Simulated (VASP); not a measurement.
# Mg3CdSe4 in VASP: notebook

Mg3CdSe4 is run at these levels: PBE; tasks: single point, relaxation of cell and atoms.

All numbers are computed with VASP 6.6.1; they aren't measurements. Logs are shortened: lines on timing, memory, paths and dates and some standing lists are left out, and cuts for length are marked.

### 1 The cell of the first run

It takes space group P-43m (No. 215, cubic). The conventional cell has a = 6.047 Å, b = 6.047 Å, c = 6.047 Å, α = 90.00°, β = 90.00°, γ = 90.00°. Within 3.4 Å of Mg (site symmetry -42m) lie 4 Se at 2.60 Å. Cd (site symmetry -43m) has 4 Se at 2.68 Å within 3.5 Å. Within 3.4 Å of Se (site symmetry 3m) lie 3 Mg at 2.60 Å and 1 Cd at 2.68 Å.

The cell was built from a structure type or drawn by symmetry, and may not be a known phase.

### 2 Single point, PBE

File INCAR:

```
SYSTEM = Mg3CdSe4
ALGO = Normal ; EDIFF = 1E-6
ENCUT = 520 ; GGA = PE
ISIF = 2 ; ISMEAR = 0
LASPH = .TRUE. ; LCHARG = .FALSE.
LREAL = .FALSE. ; LWAVE = .FALSE.
NBANDS = 31 ; NELM = 60
PREC = Accurate ; SIGMA = 0.15
```

File KPOINTS:

```
k-points
0
G
  2 2 2
  0 0 0
```

File POSCAR:

```
Mg3CdSe4
1.0
    6.0474684986      0.0000000000      0.0000000000
    0.0000000000      6.0474684986      0.0000000000
    0.0000000000      0.0000000000      6.0474684986
Mg Cd Se
3 1 4
Direct
    0.0000000000      0.0000000000      0.5000000000
    0.0000000000      0.5000000000      0.0000000000
    0.5000000000      0.0000000000      0.0000000000
    0.5000000000      0.5000000000      0.5000000000
    0.7556933452      0.7556933452      0.2443066548
    0.7556933452      0.2443066548      0.7556933452
    0.2443066548      0.7556933452      0.7556933452
    0.2443066548      0.2443066548      0.2443066548
```

Potentials or basis: VASP PAW PBE potentials, release 64 (Mg, Cd, Se).

Run with:

```bash
cat potpaw_PBE.64/Mg/POTCAR potpaw_PBE.64/Cd/POTCAR potpaw_PBE.64/Se/POTCAR > POTCAR
mpirun -np 1 vasp_std > vasp.out
```

OUTCAR:

```text
SYSTEM = Mg3CdSe4
   EDIFF = 1E-6
   ENCUT = 520
   GGA = PE
   ISIF = 2
   ISMEAR = 0
   LASPH = .TRUE.
   LREAL = .FALSE.
   NELM = 60
   PREC = Accurate

 ion  position               nearest neighbor table
   1  0.000  0.000  0.500-   5 2.60   6 2.60   7 2.60   8 2.60
   2  0.000  0.500  0.000-   5 2.60   6 2.60   7 2.60   8 2.60
   3  0.500  0.000  0.000-   5 2.60   6 2.60   7 2.60   8 2.60
   4  0.500  0.500  0.500-   5 2.68   6 2.68   7 2.68   8 2.68
   5  0.756  0.756  0.244-   1 2.60   2 2.60   3 2.60   4 2.68
   6  0.756  0.244  0.756-   1 2.60   2 2.60   3 2.60   4 2.68
   7  0.244  0.756  0.756-   1 2.60   2 2.60   3 2.60   4 2.68
   8  0.244  0.244  0.244-   1 2.60   2 2.60   3 2.60   4 2.68

  LATTYP: Found a simple cubic cell.
 ALAT       =     6.0474684986

  Lattice vectors:

 A1 = (   6.0474684986,   0.0000000000,   0.0000000000)
 A2 = (   0.0000000000,   6.0474684986,   0.0000000000)
 A3 = (   0.0000000000,   0.0000000000,   6.0474684986)

Analysis of symmetry for initial positions (statically):
=====================================================================
 Subroutine PRICEL returns:
 Original cell was already a primitive cell.

 Routine SETGRP: Setting up the symmetry group for a
 simple cubic supercell.

 Subroutine GETGRP returns: Found 24 space group operations
 (whereof 24 operations were pure point group operations)
 out of a pool of 48 trial point group operations.

The static configuration has the point symmetry T_d .

Analysis of symmetry for dynamics (positions and initial velocities):
=====================================================================
 Subroutine PRICEL returns:
 Original cell was already a primitive cell.

 Routine SETGRP: Setting up the symmetry group for a
 simple cubic supercell.

 Subroutine GETGRP returns: Found 24 space group operations
 (whereof 24 operations were pure point group operations)
 out of a pool of 48 trial point group operations.

The dynamic configuration has the point symmetry T_d .

 Subroutine INISYM returns: Found 24 space group operations
 (whereof 24 operations are pure point group operations),
 and found     1 'primitive' translations

----------------------------------------------------------------------------------------

                                     Primitive cell

  volume of cell :     221.1673

  direct lattice vectors                    reciprocal lattice vectors
     6.047468499  0.000000000  0.000000000     0.165358447  0.000000000  0.000000000
     0.000000000  6.047468499  0.000000000     0.000000000  0.165358447  0.000000000
     0.000000000  0.000000000  6.047468499     0.000000000  0.000000000  0.165358447

  length of vectors
     6.047468499  6.047468499  6.047468499     0.165358447  0.165358447  0.165358447

  position of ions in fractional coordinates (direct lattice)
     0.000000000  0.000000000  0.500000000
     0.000000000  0.500000000  0.000000000
     0.500000000  0.000000000  0.000000000
     0.500000000  0.500000000  0.500000000
     0.755693345  0.755693345  0.244306655
     0.755693345  0.244306655  0.755693345
     0.244306655  0.755693345  0.755693345
     0.244306655  0.244306655  0.244306655

  ion indices of the primitive-cell ions
   primitive index   ion index
                 1           1
                 2           2
                 3           3
                 4           4
                 5           5
                 6           6
                 7           7
                 8           8

----------------------------------------------------------------------------------------

 KPOINTS: k-points

Automatic generation of k-mesh.
 Grid dimensions read from file:
 generate k-points for:    2    2    2

 Generating k-lattice:

  Cartesian coordinates                     Fractional coordinates (reciprocal lattice)
     0.082679224  0.000000000  0.000000000     0.500000000  0.000000000  0.000000000
     0.000000000  0.082679224  0.000000000     0.000000000  0.500000000  0.000000000
     0.000000000  0.000000000  0.082679224     0.000000000  0.000000000  0.500000000

  Length of vectors
     0.082679224  0.082679224  0.082679224

  Shift w.r.t. Gamma in fractional coordinates (k-lattice)
     0.000000000  0.000000000  0.000000000

 Subroutine IBZKPT returns following result:
 ===========================================

 Found      4 irreducible k-points:

 Following reciprocal coordinates:
            Coordinates               Weight
  0.000000  0.000000  0.000000      1.000000
  0.500000  0.000000  0.000000      3.000000
  0.500000  0.500000  0.000000      3.000000
  0.500000  0.500000  0.500000      1.000000
   k-points           NKPTS =      4   k-points in BZ     NKDIM =      4   number of bands    NBANDS=     31
   number of dos      NEDOS =    301   number of ions     NIONS =      8
   total plane-waves  NPLWV = 110592
   dimension x,y,z NGX =    48 NGY =   48 NGZ =   48
   dimension x,y,z NGXF=    96 NGYF=   96 NGZF=   96
   ions per type =               3   1   4
   NGX,Y,Z   is equivalent  to a cutoff of  13.20, 13.20, 13.20 a.u.
   NGXF,Y,Z  is equivalent  to a cutoff of  26.39, 26.39, 26.39 a.u.
 SYSTEM =  Mg3CdSe4
   PREC   = accura    normal or accurate (medium, high low for compatibility)
   ISTART =      0    job   : 0-new  1-cont  2-samecut
   ICHARG =      2    charge: 1-file 2-atom 10-const
   ISPIN  =      1    spin polarized calculation?
   LNONCOLLINEAR =      F non collinear calculations
   LSORBIT =      F    spin-orbit coupling
   LASPH  =      T    aspherical Exc in radial PAW
   ENCUT  =  520.0 eV  38.22 Ry    6.18 a.u.  11.24 11.24 11.24*2*pi/ulx,y,z
   NELM   =     60;   NELMIN=  2; NELMDL= -5     # of ELM steps
   EDIFF  = 0.1E-05   stopping-criterion for ELM
   LREAL  =      F    real-space projection
   EDIFFG = 0.1E-04   stopping-criterion for IOM
   NSW    =      0    number of steps for IOM
   IBRION =     -1    ionic relax: 0-MD 1-quasi-New 2-CG
   NFREE  =      0    steps in history (QN), initial steepest desc. (CG)
   ISIF   =      2    stress and relaxation
   ISYM   =      2    0-nonsym 1-usesym 2-fastsym
   POTIM  = 0.5000    time-step for ionic-motion
   TEBEG  =    0.0;   TEEND  =   0.0 temperature during run
   PSTRESS=    0.0 pullay stress
   NELECT =      42.0000    total number of electrons
   NUPDOWN=      -1.0000    fix difference up-down
   EMIN   =  10.00;   EMAX   =-10.00  energy-range for DOS
   EFERMI =   0.00;   METHOD = LEGACY
   ISMEAR =     0;   SIGMA  =   0.15  broadening in eV -4-tet -1-fermi 0-gaus
   EFERMI_NEDOS =   21; number of points for ismear=-14 and -15
   IALGO  =     38    algorithm
   IMIX   =      4    mixing-type and parameters
     AMIX     =   0.40;   BMIX     =  1.00
     AMIX_MAG =   1.60;   BMIX_MAG =  1.00
  volume/ion in A,a.u.               =      27.65       186.56
  Fermi-wavevector in a.u.,A,eV,Ry     =   0.940988  1.778210 12.047406  0.885459
  Thomas-Fermi vector in A             =   2.068455
   LORBIT       =      0    0 simple, 1 ext, 2 COOP (PROOUT), +10 PAW based schemes
   GGA     = PE    functional components
   LHFCALC =     F    Hartree Fock is set to
   AEXX    =    0.0000 exact exchange contribution
   IVDW    =     0    specifies the selected vdW correction
   LEPSILON=     F    determine dielectric tensor
   LRPA    =     F    only Hartree local field effects (RPA)
 non-spin polarized calculation
 Gauss-broadening in eV      SIGMA  =   0.15
  energy-cutoff  :      520.00
  volume of cell :      221.17
 maximum number of plane-waves:      6031
 NGX is ok and might be reduce to    48
   NGX = 23   NGY = 23   NGZ = 23

 number of electron      42.0000002 magnetization

 Free energy of the ion-electron system (eV)
  ---------------------------------------------------
  ext. energy  EPLUGINS =         0.00000000
  ---------------------------------------------------
  free energy    TOTEN  =       -27.92961034 eV

  energy without entropy =      -27.92961034  energy(sigma->0) =      -27.92961034

 E-fermi :   1.2405     XC(G=0):  -8.2300

 val. band max:        0.5400260687   @ k =   0.0000   0.0000   0.0000
 cond. band min:       2.4553531111   @ k =   0.0000   0.0000   0.0000
 fundamental gap:      1.9153270424
 Fermi energy:         1.2405439177

 k-point     1 :       0.0000    0.0000    0.0000
  band No.  band energies     occupation
      1     -11.1780      2.00000
      2     -10.5558      2.00000
      3     -10.5558      2.00000
      4     -10.5558      2.00000
      5      -6.5325      2.00000
      6      -6.5325      2.00000
[... 23 lines left out ...]
     30       7.2804      0.00000
     31       7.2804      0.00000

 k-point     2 :       0.5000    0.0000    0.0000
  band No.  band energies     occupation
      1     -10.9115      2.00000
      2     -10.8494      2.00000
      3     -10.5533      2.00000
      4     -10.5533      2.00000
      5      -6.5887      2.00000
      6      -6.5242      2.00000
[... 23 lines left out ...]
     30       7.6831      0.00000
     31       7.6831      0.00000

 k-point     3 :       0.5000    0.5000    0.0000
  band No.  band energies     occupation
      1     -10.7501      2.00000
      2     -10.7197      2.00000
      3     -10.7197      2.00000
      4     -10.6740      2.00000
      5      -6.5512      2.00000
      6      -6.5512      2.00000
[... 23 lines left out ...]
     30       7.2879      0.00000
     31       7.6490      0.00000

 k-point     4 :       0.5000    0.5000    0.5000
  band No.  band energies     occupation
      1     -10.7136      2.00000
      2     -10.7136      2.00000
      3     -10.7136      2.00000
      4     -10.6903      2.00000
      5      -6.5301      2.00000
      6      -6.5301      2.00000
[... 23 lines left out ...]
     30       7.2051      0.00000
     31       7.2051      0.00000

------------------------ aborting loop because EDIFF is reached ----------------------------------------

  FORCE on cell =-STRESS in cart. coord.  units (eV):
  Direction    XX          YY          ZZ          XY          YZ          ZX
  --------------------------------------------------------------------------------------
  -------------------------------------------------------------------------------------
  Total        0.0379837      0.0379837      0.0379837      0.0000000     -0.0000000      0.0000000
  in kB        0.2751611      0.2751611      0.2751611      0.0000000     -0.0000000      0.0000000
  external PRESSURE =       0.2751611 kB  Pullay stress =       0.0000000 kB

 VOLUME and BASIS-vectors are now :
 -----------------------------------------------------------------------------
  energy-cutoff  :      520.00
  volume of cell :      221.17
      direct lattice vectors                 reciprocal lattice vectors
     6.047468499  0.000000000  0.000000000     0.165358447  0.000000000  0.000000000
     0.000000000  6.047468499  0.000000000     0.000000000  0.165358447  0.000000000
     0.000000000  0.000000000  6.047468499     0.000000000  0.000000000  0.165358447

 POSITION                                       TOTAL-FORCE (eV/Angst)
 -----------------------------------------------------------------------------------
      0.00000      0.00000      3.02373        -0.000000      0.000000     -0.000000
      0.00000      3.02373      0.00000        -0.000000      0.000000     -0.000000
      3.02373      0.00000      0.00000        -0.000000      0.000000     -0.000000
      3.02373      3.02373      3.02373        -0.000000      0.000000     -0.000000
      4.57003      4.57003      1.47744         0.017685      0.017685     -0.017685
      4.57003      1.47744      4.57003         0.017685     -0.017685      0.017685
      1.47744      4.57003      4.57003        -0.017685      0.017685      0.017685
      1.47744      1.47744      1.47744        -0.017685     -0.017685     -0.017685
 -----------------------------------------------------------------------------------
    total drift:                                0.000000      0.000000     -0.000000

  FREE ENERGIE OF THE ION-ELECTRON SYSTEM (eV)
  ---------------------------------------------------
  free  energy   TOTEN  =       -27.9296103427 eV

  energy  without entropy=      -27.9296103426  energy(sigma->0) =      -27.92961034
```

Wall time 65 s (1 thread of Intel Xeon 8259CL, shared host); peak memory 0.33 GiB.

What came out:

```yaml
Free_energy: -27.9296 eV
Pressure: 0.0 GPa
Largest_force: 0.031 eV/Å
Band_gap_on_the_k_mesh: 1.92 eV
```

Forces in eV/Å, atoms in the order of the input:
```
Mg   0.000  0.000  0.000
Mg   0.000  0.000  0.000
Mg   0.000  0.000  0.000
Cd   0.000  0.000  0.000
Se   0.018  0.018 -0.018
Se   0.018 -0.018  0.018
Se  -0.018  0.018  0.018
Se  -0.018 -0.018 -0.018
```

Caveat: the k points lie up to 0.52 Å⁻¹ apart.

### 3 Single point, PBE

This run uses another cell than the first one, of 27.59 Å³/atom.

File INCAR:

```
  PREC = Accurate
  ENCUT = 520
  EDIFF = 1E-6
  ISMEAR = 0
  SIGMA = 0.1
  LREAL = F
  LASPH = T
  NELM = 80
  ALGO = Normal
  ISIF = 2
  LWAVE = F
  LCHARG = T
  GGA = PE
  LELF = T
  LVHAR = T
  NBANDS = 31
```

File KPOINTS:

```
regular mesh
0
Gamma
  2 2 2
```

File POSCAR:

```
Mg3CdSe4
1.0
    6.0433029825      0.0000000000      0.0000000000
    0.0000000000      6.0433029825      0.0000000000
    0.0000000000      0.0000000000      6.0433029825
Mg Cd Se
3 1 4
Direct
    1.0000000000      0.0000000000      0.5000000000
    1.0000000000      0.5000000000      0.0000000000
    0.5000000000      0.0000000000      0.0000000000
    0.5000000000      0.5000000000      0.5000000000
    0.7557860751      0.7557860751      0.2442139249
    0.7557860751      0.2442139249      0.7557860751
    0.2442139249      0.7557860751      0.7557860751
    0.2442139249      0.2442139249      0.2442139249
```

Potentials or basis: VASP PAW PBE potentials, release 64 (Mg, Cd, Se).

Run with:

```bash
cat potpaw_PBE.64/Mg/POTCAR potpaw_PBE.64/Cd/POTCAR potpaw_PBE.64/Se/POTCAR > POTCAR
mpirun -np 1 vasp_std > vasp.out
```

It took 79 s on 1 thread of Intel Xeon 8259CL, shared host; peak memory 0.32 GiB.

Results (log left out):

```
Free energy            : -27.9295 eV
Pressure               : 0.1 GPa
Largest force          : 0.024 eV/Å
Band gap on the k mesh : 1.92 eV
```

Forces in eV/Å, atoms in the order of the input:
```
Mg   0.000  0.000  0.000
Mg   0.000  0.000  0.000
Mg   0.000  0.000  0.000
Cd   0.000  0.000  0.000
Se   0.014  0.014 -0.014
Se   0.014 -0.014  0.014
Se  -0.014  0.014  0.014
Se  -0.014 -0.014 -0.014
```

Levels at points of the mesh, in eV from the valence-band top:
| k point | band 18 | band 19 | band 20 | band 21 | band 22 | band 23 | band 24 | band 25 |
| --- | --- | --- | --- | --- | --- | --- | --- | --- |
| (0.00, 0.00, 0.00) | -1.23 | 0.00 | 0.00 | 0.00 | 1.92 | 3.42 | 3.42 | 3.42 |
| (0.50, 0.00, 0.00) | -0.80 | -0.80 | -0.57 | -0.57 | 4.03 | 4.23 | 4.87 | 5.20 |
| (0.50, 0.50, 0.00) | -0.65 | -0.45 | -0.37 | -0.37 | 4.23 | 5.18 | 5.18 | 5.26 |
| (0.50, 0.50, 0.50) | -0.51 | -0.26 | -0.26 | -0.26 | 2.83 | 3.94 | 3.94 | 3.94 |

Caveat: the k points lie up to 0.52 Å⁻¹ apart.

(Part 1 of 4 ends here.)
